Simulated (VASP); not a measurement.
Crystal: Te2Mo.

```
CELL_PARAMETERS angstrom
3.58720 0.00000 0.00000
-1.79360 3.10661 0.00000
0.00000 0.00000 14.24766
ATOMIC_POSITIONS crystal
Te 0.66667 0.33333 0.37900
Te 0.33333 0.66667 0.87900
Te 0.66667 0.33333 0.12100
Te 0.33333 0.66667 0.62100
Mo 0.66667 0.33333 0.75000
Mo 0.33333 0.66667 0.25000
```

Base run:

* Program: VASP 6.6.1
* Functional: revPBE
* Potentials or basis: VASP PAW PBE potentials, release 64 (Te, Mo_sv)
* Cutoff: 520 eV
* k mesh: 9 × 9 × 2
* Occupations: fermi-dirac, width 0.05 eV
* Spin: no spin polarisation

Its results: band gap on the k mesh 0.82 eV, indirect (least direct gap 0.96 eV); pressure -1.2 GPa; largest force 0.509 eV/Å.

Task: The run is repeated on the same cell with these changes: functional from revPBE to PBE; further incar settings from ALGO = Normal; EDIFF = 1e-07; NBANDS = 35 to ALGO = Normal; EDIFF = 1e-06; NBANDS = 35. What comes out?

Result: Band gap on the k mesh 0.80 eV, indirect (least direct gap 0.96 eV); pressure -2.5 GPa; largest force 0.557 eV/Å.

Caveats: spin-orbit coupling is left out, which moves the levels of the heavy elements; this functional lacks dispersion, which binds the layers, so the pressure and a relaxed spacing across them are unreliable; the PAW data sets were made with another functional, which shifts forces and pressure a little (some runs).

A k mesh can miss the band edges.
